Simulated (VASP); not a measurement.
The system is BaTiO3.

```xyz
5
Lattice="3.8659 0.0000 0.0000 0.0000 3.8659 0.0000 0.0000 0.0000 4.0745" Properties=species:S:1:pos:R:3 pbc="T T T"
Ba    1.9329    1.9329    2.3898
Ti    0.0000    0.0000    0.4254
O     0.0000    1.9329    0.2492
O     1.9329    0.0000    0.2492
O     0.0000    0.0000    2.2278
```

This cell differs from its parent crystal: equal strain along all axes, cell held: -3.0 %.

- Program: VASP 6.6.1
- Task: relaxation of the atoms
- Functional: PBE
- Potentials or basis: VASP PAW PBE potentials, release 64 (Ba_sv, Ti_sv, O)
- Cutoff: 520 eV
- k mesh: 8 × 8 × 6
- Occupations: gaussian, width 0.02 eV
- Spin: no spin polarisation

At the start: pressure 18.0 GPa; volume 12.18 Å³/atom.

Question: Where does the relaxation end?

Answer: Over 6 steps the energy falls by 3.0 meV/atom; space group P4mm (No. 99, to 0.1 Å) before and after.

The path:
| step | energy change (eV) | largest force (eV/Å) | pressure (GPa) |
| --- | --- | --- | --- |
| 1 | 0.0000 | 0.6245 | 18.01 |
| 2 | -0.0132 | 0.1508 | 16.67 |
| 3 | -0.0133 | 0.1485 | 16.72 |
| 4 | -0.0144 | 0.0805 | 16.68 |
| 5 | -0.0149 | 0.0245 | 16.63 |
| 6 | -0.0150 | 0.0061 | 16.61 |

Final structure:
```xyz
5
Lattice="3.8659 0.0000 0.0000 0.0000 3.8659 0.0000 0.0000 0.0000 4.0745" Properties=species:S:1:pos:R:3 pbc="T T T"
Ba    1.9329    1.9329    2.3684
Ti    0.0000    3.8659    0.4023
O     3.8659    1.9329    0.2555
O     1.9329    3.8659    0.2555
O     3.8659    3.8659    2.2595
```

Caveat: the cell differs from its parent crystal (equal strain along all axes, cell held: -3.0 %).
